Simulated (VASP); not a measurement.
Write the native input for VASP 6.6.1 that does the following.

```
Task                   : single point
Functional             : r2SCAN
Potentials or basis    : VASP PAW PBE potentials, release 64 (Na_pv, H)
Cutoff                 : 520 eV
k mesh                 : 16 × 16 × 16
Occupations            : fermi-dirac, width 0.1 eV
Spin                   : no spin polarisation
Dipole correction      : no
Further INCAR settings : ALGO = Normal; EDIFF = 1e-07; NBANDS = 11
```

NaH (zincblende type):

```
CELL_PARAMETERS angstrom
0.00000 2.41043 2.41043
2.41043 0.00000 2.41043
2.41043 2.41043 0.00000
ATOMIC_POSITIONS crystal
Na 0.00000 0.00000 0.00000
H 0.25000 0.25000 0.25000
```

The input as run:

POSCAR

```
NaH
1.0
    0.0000000000      2.4104331442      2.4104331442
    2.4104331442      0.0000000000      2.4104331442
    2.4104331442      2.4104331442      0.0000000000
Na H
1 1
Direct
    0.0000000000      0.0000000000      0.0000000000
    0.2500000000      0.2500000000      0.2500000000
```

INCAR.step1

```
SYSTEM = NaH
ALGO     = Normal         ! electronic algorithm
EDIFF    = 1E-4           ! SCF threshold, eV
ENCUT    = 520            ! plane-wave cutoff, eV
GGA      = PE             ! functional
ISMEAR   = -1             ! smearing method
LASPH    = .True.         ! aspherical terms in the spheres
LCHARG   = .False.        ! write CHGCAR
LREAL    = .False.        ! projectors in reciprocal space
LWAVE    = .True.         ! write WAVECAR
NBANDS   = 11             ! bands
NELM     = 60             ! most SCF steps
PREC     = Accurate       ! precision mode
SIGMA    = 0.1            ! smearing width, eV
```

INCAR.step2

```
SYSTEM = NaH
ALGO     = Normal         ! electronic algorithm
EDIFF    = 1E-7           ! SCF threshold, eV
ENCUT    = 520            ! plane-wave cutoff, eV
ISIF     = 2              ! what is computed and relaxed
ISMEAR   = -1             ! smearing method
ISTART   = 1            
LASPH    = .True.         ! aspherical terms in the spheres
LCHARG   = .True.         ! write CHGCAR
LELF     = .True.         ! ELF
LMIXTAU  = .True.       
LREAL    = .False.        ! projectors in reciprocal space
LVHAR    = .True.       
LWAVE    = .False.        ! write WAVECAR
METAGGA  = R2SCAN         ! meta-GGA
NBANDS   = 11             ! bands
NELM     = 60             ! most SCF steps
PREC     = Accurate       ! precision mode
SIGMA    = 0.1            ! smearing width, eV
```

KPOINTS

```
k-points
0
Gamma
  16 16 16
  0 0 0
```

Potentials or basis: VASP PAW PBE potentials, release 64 (Na_pv, H).

The run is started by

```console
$ cat potpaw_PBE.64/Na_pv/POTCAR potpaw_PBE.64/H/POTCAR > POTCAR
$ cp INCAR.step1 INCAR
$ mpirun -np 1 vasp_std > vasp.out
$ cp INCAR.step2 INCAR
$ mpirun -np 1 vasp_std > vasp.out
```

It gave:

```
Pressure               : 6.0 GPa
Band gap on the k mesh : 4.24 eV (least direct gap 5.09 eV)
```

Caveat: the cell stands under pressure; the PAW data sets were made with another functional, which shifts forces and pressure a little.

Run time: 95 s on 1 thread of Intel(R) Xeon(R) 6975P-C (Granite Rapids), on a shared host, peak memory 0.18 GiB.
